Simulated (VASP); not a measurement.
# MgSb7 (F-43m) in VASP: further runs

The runs below take MgSb7 through relaxation of cell and atoms, with PBE.

All numbers are computed with VASP 6.6.1; they aren't measurements. Logs are shortened: lines on timing, memory, paths and dates and some standing lists are left out, and cuts for length are marked.

**1. The cell of the first run**

Symmetry: F-43m, No. 216, cubic system. Conventional cell: a = 10.356 Å, b = 10.356 Å, c = 10.356 Å, α = 90.00°, β = 90.00°, γ = 90.00°. Mg (site symmetry -43m) has 16 Sb at 3.68 to 4.48 Å within 4.8 Å. Within 3.9 Å of Sb (site symmetry 2mm) lie 5 Sb at 2.95 to 3.16 Å and 2 Mg at 3.68 Å. Sb (site symmetry -43m) has 6 Sb at 2.95 Å within 3.9 Å.

The cell was generated, and may not be a known phase.

**2. Relaxation of cell and atoms, PBE**

INCAR reads:

```
ALGO = Normal
EDIFF = 1E-7
EDIFFG = -0.04
ENCUT = 600
GGA = PE
GGA_COMPAT = False
IBRION = 2
ISIF = 3
ISMEAR = 0
LASPH = True
LCHARG = False
LREAL = False
LWAVE = False
NELM = 120
NELMIN = 4
NSW = 90
PREC = Accurate
SIGMA = 0.1
```

KPOINTS reads:

```
k-points
0
Gamma
  4 4 4
```

POSCAR reads:

```
MgSb7
1.0
    0.0000000000      5.1782313400      5.1782313400
    5.1782313400      0.0000000000      5.1782313400
    5.1782313400      5.1782313400      0.0000000000
Mg Sb
1 7
Direct
    0.0000000000      0.0000000000      0.0000000000
    0.9656006900      0.5343993100      0.5343993100
    0.5343993100      0.9656006900      0.9656006900
    0.5343993100      0.9656006900      0.5343993100
    0.9656006900      0.5343993100      0.9656006900
    0.5343993100      0.5343993100      0.9656006900
    0.9656006900      0.9656006900      0.5343993100
    0.2500000000      0.2500000000      0.2500000000
```

Potentials or basis: VASP PAW PBE potentials, release 64 (Mg, Sb).

Started as:

```
cat potpaw_PBE.64/Mg/POTCAR potpaw_PBE.64/Sb/POTCAR > POTCAR
mpirun -np 1 vasp_std > vasp.out
```

OUTCAR:

```text
EDIFF = 1E-7
   EDIFFG = -0.04
   ENCUT = 600
   GGA = PE
   IBRION = 2
   ISIF = 3
   ISMEAR = 0
   LASPH = True
   LREAL = False
   NELM = 120
   NELMIN = 4
   NSW = 90
   PREC = Accurate

 ion  position               nearest neighbor table
   1  0.000  0.000  0.000-   3 3.68   4 3.68   6 3.68   2 3.68   5 3.68   6 3.68   2 3.68   4 3.68
                             7 3.68   3 3.68   5 3.68   7 3.68
   2  0.966  0.534  0.534-   8 2.95   5 3.16   6 3.16   7 3.16   4 3.16   1 3.68   1 3.68
   3  0.534  0.966  0.966-   8 2.95   5 3.16   6 3.16   7 3.16   4 3.16   1 3.68   1 3.68
   4  0.534  0.966  0.534-   8 2.95   3 3.16   6 3.16   7 3.16   2 3.16   1 3.68   1 3.68
   5  0.966  0.534  0.966-   8 2.95   3 3.16   6 3.16   7 3.16   2 3.16   1 3.68   1 3.68
   6  0.534  0.534  0.966-   8 2.95   3 3.16   4 3.16   5 3.16   2 3.16   1 3.68   1 3.68
   7  0.966  0.966  0.534-   8 2.95   3 3.16   4 3.16   5 3.16   2 3.16   1 3.68   1 3.68
   8  0.250  0.250  0.250-   2 2.95   3 2.95   4 2.95   5 2.95   6 2.95   7 2.95

  LATTYP: Found a face centered cubic cell.
 ALAT       =    10.3564626800

  Lattice vectors:

 A1 = (   0.0000000000,   5.1782313400,   5.1782313400)
 A2 = (   5.1782313400,   0.0000000000,   5.1782313400)
 A3 = (   5.1782313400,   5.1782313400,   0.0000000000)

Analysis of symmetry for initial positions (statically):
=====================================================================
 Subroutine PRICEL returns:
 Original cell was already a primitive cell.

 Routine SETGRP: Setting up the symmetry group for a
 face centered cubic supercell.

 Subroutine GETGRP returns: Found 24 space group operations
 (whereof 24 operations were pure point group operations)
 out of a pool of 48 trial point group operations.

The static configuration has the point symmetry T_d .

Analysis of symmetry for dynamics (positions and initial velocities):
=====================================================================
 Subroutine PRICEL returns:
 Original cell was already a primitive cell.

 Routine SETGRP: Setting up the symmetry group for a
 face centered cubic supercell.

 Subroutine GETGRP returns: Found 24 space group operations
 (whereof 24 operations were pure point group operations)
 out of a pool of 48 trial point group operations.

The dynamic configuration has the point symmetry T_d .

 Subroutine INISYM returns: Found 24 space group operations
 (whereof 24 operations are pure point group operations),
 and found     1 'primitive' translations

----------------------------------------------------------------------------------------

                                     Primitive cell

  volume of cell :     277.6990

  direct lattice vectors                    reciprocal lattice vectors
     0.000000000  5.178231340  5.178231340    -0.096558065  0.096558065  0.096558065
     5.178231340  0.000000000  5.178231340     0.096558065 -0.096558065  0.096558065
     5.178231340  5.178231340  0.000000000     0.096558065  0.096558065 -0.096558065

  length of vectors
     7.323124990  7.323124990  7.323124990     0.167243475  0.167243475  0.167243475

  position of ions in fractional coordinates (direct lattice)
     0.000000000  0.000000000  0.000000000
     0.965600690  0.534399310  0.534399310
     0.534399310  0.965600690  0.965600690
     0.534399310  0.965600690  0.534399310
     0.965600690  0.534399310  0.965600690
     0.534399310  0.534399310  0.965600690
     0.965600690  0.965600690  0.534399310
     0.250000000  0.250000000  0.250000000

  ion indices of the primitive-cell ions
   primitive index   ion index
                 1           1
                 2           2
                 3           3
                 4           4
                 5           5
                 6           6
                 7           7
                 8           8

----------------------------------------------------------------------------------------

 KPOINTS: k-points

Automatic generation of k-mesh.
 Grid dimensions read from file:
 generate k-points for:    4    4    4

 Generating k-lattice:

  Cartesian coordinates                     Fractional coordinates (reciprocal lattice)
    -0.024139516  0.024139516  0.024139516     0.250000000  0.000000000  0.000000000
     0.024139516 -0.024139516  0.024139516     0.000000000  0.250000000  0.000000000
     0.024139516  0.024139516 -0.024139516     0.000000000  0.000000000  0.250000000

  Length of vectors
     0.041810869  0.041810869  0.041810869

  Shift w.r.t. Gamma in fractional coordinates (k-lattice)
     0.000000000  0.000000000  0.000000000

 Subroutine IBZKPT returns following result:
 ===========================================

 Found      8 irreducible k-points:

 Following reciprocal coordinates:
            Coordinates               Weight
  0.000000  0.000000  0.000000      1.000000
  0.250000  0.000000  0.000000      8.000000
  0.500000  0.000000  0.000000      4.000000
  0.250000  0.250000  0.000000      6.000000
  0.500000  0.250000  0.000000     24.000000
 -0.250000  0.250000  0.000000     12.000000
  0.500000  0.500000  0.000000      3.000000
 -0.250000  0.500000  0.250000      6.000000
   k-points           NKPTS =      8   k-points in BZ     NKDIM =      8   number of bands    NBANDS=     23
   number of dos      NEDOS =    301   number of ions     NIONS =      8
   total plane-waves  NPLWV = 216000
   dimension x,y,z NGX =    60 NGY =   60 NGZ =   60
   dimension x,y,z NGXF=   120 NGYF=  120 NGZF=  120
   ions per type =               1   7
   NGX,Y,Z   is equivalent  to a cutoff of  13.62, 13.62, 13.62 a.u.
   NGXF,Y,Z  is equivalent  to a cutoff of  27.24, 27.24, 27.24 a.u.
 SYSTEM =  unknown system
   PREC   = accura    normal or accurate (medium, high low for compatibility)
   ISTART =      0    job   : 0-new  1-cont  2-samecut
   ICHARG =      2    charge: 1-file 2-atom 10-const
   ISPIN  =      1    spin polarized calculation?
   LNONCOLLINEAR =      F non collinear calculations
   LSORBIT =      F    spin-orbit coupling
   LASPH  =      T    aspherical Exc in radial PAW
   ENCUT  =  600.0 eV  44.10 Ry    6.64 a.u.  14.63 14.63 14.63*2*pi/ulx,y,z
   NELM   =    120;   NELMIN=  4; NELMDL= -5     # of ELM steps
   EDIFF  = 0.1E-06   stopping-criterion for ELM
   LREAL  =      F    real-space projection
   EDIFFG = -.4E-01   stopping-criterion for IOM
   NSW    =     90    number of steps for IOM
   IBRION =      2    ionic relax: 0-MD 1-quasi-New 2-CG
   NFREE  =      1    steps in history (QN), initial steepest desc. (CG)
   ISIF   =      3    stress and relaxation
   ISYM   =      2    0-nonsym 1-usesym 2-fastsym
   POTIM  = 0.5000    time-step for ionic-motion
   TEBEG  =    0.0;   TEEND  =   0.0 temperature during run
   PSTRESS=    0.0 pullay stress
   NELECT =      37.0000    total number of electrons
   NUPDOWN=      -1.0000    fix difference up-down
   EMIN   =  10.00;   EMAX   =-10.00  energy-range for DOS
   EFERMI =   0.00;   METHOD = LEGACY
   ISMEAR =     0;   SIGMA  =   0.10  broadening in eV -4-tet -1-fermi 0-gaus
   EFERMI_NEDOS =   21; number of points for ismear=-14 and -15
   IALGO  =     38    algorithm
   IMIX   =      4    mixing-type and parameters
     AMIX     =   0.40;   BMIX     =  1.00
     AMIX_MAG =   1.60;   BMIX_MAG =  1.00
  volume/ion in A,a.u.               =      34.71       234.25
  Fermi-wavevector in a.u.,A,eV,Ry     =   0.836150  1.580094  9.512460  0.699146
  Thomas-Fermi vector in A             =   1.949826
   LORBIT       =      0    0 simple, 1 ext, 2 COOP (PROOUT), +10 PAW based schemes
   GGA     = PE    functional components
   LHFCALC =     F    Hartree Fock is set to
   AEXX    =    0.0000 exact exchange contribution
   IVDW    =     0    specifies the selected vdW correction
   LEPSILON=     F    determine dielectric tensor
   LRPA    =     F    only Hartree local field effects (RPA)
 conjugate gradient relaxation of ions
 non-spin polarized calculation
 Gauss-broadening in eV      SIGMA  =   0.10
  energy-cutoff  :      600.00
  volume of cell :      277.70
 maximum number of plane-waves:      9308
 NGX is ok and might be reduce to    60
   NGX = 29   NGY = 29   NGZ = 29

--------------------------------------- Ionic step        1  -------------------------------------------

 number of electron      36.9999999 magnetization

 Free energy of the ion-electron system (eV)
  ---------------------------------------------------
  ext. energy  EPLUGINS =         0.00000000
  ---------------------------------------------------
  free energy    TOTEN  =       -26.85471590 eV

  energy without entropy =      -26.81122322  energy(sigma->0) =      -26.83296956

------------------------ aborting loop because EDIFF is reached ----------------------------------------

  FORCE on cell =-STRESS in cart. coord.  units (eV):
  Direction    XX          YY          ZZ          XY          YZ          ZX
  --------------------------------------------------------------------------------------
  -------------------------------------------------------------------------------------
  Total        1.1938002      1.1938002      1.1938002      0.0000000      0.0000000      0.0000000
  in kB        6.8875995      6.8875995      6.8875995      0.0000000      0.0000000      0.0000000
  external PRESSURE =       6.8875995 kB  Pullay stress =       0.0000000 kB
[... 111 lines left out ...]
  energy  without entropy=      -26.8548163202  energy(sigma->0) =      -26.87911070

--------------------------------------- Ionic step        4  -------------------------------------------

 number of electron      37.0000001 magnetization

 Free energy of the ion-electron system (eV)
  ---------------------------------------------------
  ext. energy  EPLUGINS =         0.00000000
  ---------------------------------------------------
  free energy    TOTEN  =       -26.91206368 eV

  energy without entropy =      -26.86534452  energy(sigma->0) =      -26.88870410

 E-fermi :   4.7044     XC(G=0):  -8.4566

 val. band max:        4.6461694039   @ k =  -0.2500   0.5000   0.2500
 cond. band min:       4.7379712780   @ k =   0.5000   0.2500   0.0000
 fundamental gap:      0.0918018742
 Fermi energy:         4.7043515694

 k-point     1 :       0.0000    0.0000    0.0000
  band No.  band energies     occupation
      1      -7.3394      2.00000
      2      -4.8563      2.00000
      3      -4.5440      2.00000
      4      -4.5440      2.00000
      5      -4.5440      2.00000
      6      -2.8842      2.00000
[... 232 lines left out ...]
  FREE ENERGIE OF THE ION-ELECTRON SYSTEM (eV)
  ---------------------------------------------------
  free  energy   TOTEN  =       -26.9120636760 eV

  energy  without entropy=      -26.8653445240  energy(sigma->0) =      -26.88870410

 reached required accuracy - stopping structural energy minimisation
```

It took 2.2 min on 1 thread of Intel Xeon 6975P-C (Granite Rapids), shared host; peak memory 0.54 GiB.

Results:

```yaml
Free_energy: -26.9121 eV
Relaxed_volume: 35.69 Å³/atom
Relaxed_cell: a = 7.392 Å, b = 7.392 Å, c = 7.392 Å, α = 60.00°, β = 60.00°, γ = 60.00°
Space_group_after_relaxing_to_0.1_Å: F-43m (No. 216)
Energy_gained_by_relaxing: 7.2 meV/atom
Ionic_steps: 4
Pressure_after_relaxing: 0.1 GPa
Largest_force_after_relaxing: 0.017 eV/Å
Band_gap_on_the_k_mesh: zero (an odd number of electrons rules out a gap without spin polarisation)
```

Forces on the atoms (eV/Å):
```
Mg   0.000  0.000  0.000
Sb  -0.017  0.000  0.000
Sb   0.017  0.000  0.000
Sb   0.000 -0.017  0.000
Sb   0.000  0.017  0.000
Sb   0.000  0.000 -0.017
Sb   0.000  0.000  0.017
Sb   0.000  0.000  0.000
```

The path:
| step | energy change (eV) | largest force (eV/Å) | pressure (GPa) | volume (Å³) |
| --- | --- | --- | --- | --- |
| 1 | 0.0000 | 0.3451 | 0.69 | 277.70 |
| 2 | -0.0410 | 0.2264 | 0.00 | 283.74 |
| 3 | -0.0487 | 0.1599 | -0.40 | 287.90 |
| 4 | -0.0573 | 0.0166 | 0.08 | 285.56 |

Final structure:
```cif
data_structure
_symmetry_space_group_name_H-M 'P 1'
_symmetry_Int_Tables_number 1
_cell_length_a 7.3916
_cell_length_b 7.3916
_cell_length_c 7.3916
_cell_angle_alpha 60.000
_cell_angle_beta 60.000
_cell_angle_gamma 60.000
_cell_volume 285.56
loop_
_atom_site_label
_atom_site_type_symbol
_atom_site_fract_x
_atom_site_fract_y
_atom_site_fract_z
_atom_site_occupancy
Mg1 Mg 0.00000 0.00000 0.00000 1
Sb1 Sb 0.96158 0.53842 0.53842 1
Sb2 Sb 0.53842 0.96158 0.96158 1
Sb3 Sb 0.53842 0.96158 0.53842 1
Sb4 Sb 0.96158 0.53842 0.96158 1
Sb5 Sb 0.53842 0.53842 0.96158 1
Sb6 Sb 0.96158 0.96158 0.53842 1
Sb7 Sb 0.25000 0.25000 0.25000 1
```

Levels at points of the mesh, in eV from the Fermi level:
```tsv
k point	band 14	band 15	band 16	band 17	band 18	band 19	band 20	band 21	band 22	band 23
(0.00, 0.00, 0.00)	-2.94	-0.39	0.41	0.41	0.41	1.01	1.01	1.01	2.11	2.11
(0.50, 0.00, 0.00)	-1.96	-1.81	-1.81	-1.04	-1.04	-0.56	0.78	0.80	1.75	1.75
(0.50, 0.50, 0.00)	-2.39	-1.49	-0.82	-0.82	-0.53	0.42	0.42	0.94	0.94	1.17
```

Caveat: spin-orbit coupling is left out, which moves the levels of the heavy elements.

(Part 1 of 2 ends here.)

The gap in the log of VASP goes by the Fermi energy; the results here count the filled bands.